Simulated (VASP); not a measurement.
Crystal: Hf.

```
Hf
1.0
     3.19670    0.00000    0.00000
    -1.59835    2.76842    0.00000
     0.00000    0.00000    5.05780
Hf
2
Direct
  0.33333 0.66667 0.25000
  0.66667 0.33333 0.75000
```

Base run:

```yaml
Program: VASP 6.6.1
Functional: PBE
Potentials_or_basis: VASP PAW PBE potentials, release 64 (Hf_pv)
Cutoff: 520 eV
k_mesh: 12 × 12 × 7
Occupations: fermi-dirac, width 0.05 eV
Spin: no spin polarisation
```

Its results: band gap on the k mesh zero (band 10 reaches 6.10 eV, above the bottom of band 11 at 4.60 eV); pressure 0.4 GPa.

Question: The run is repeated on the same cell with these changes: functional from PBE to r2SCAN; further incar settings from ALGO = Normal; EDIFF = 1e-06; NBANDS = 17 to ALGO = Normal; EDIFF = 1e-08; NBANDS = 17. What comes out?

Answer: Band gap on the k mesh zero (band 10 reaches 6.16 eV, above the bottom of band 11 at 4.38 eV); pressure -0.7 GPa.

Caveats: spin-orbit coupling is left out, which moves the levels of the heavy elements; the PAW data sets were made with another functional, which shifts forces and pressure a little (some runs).
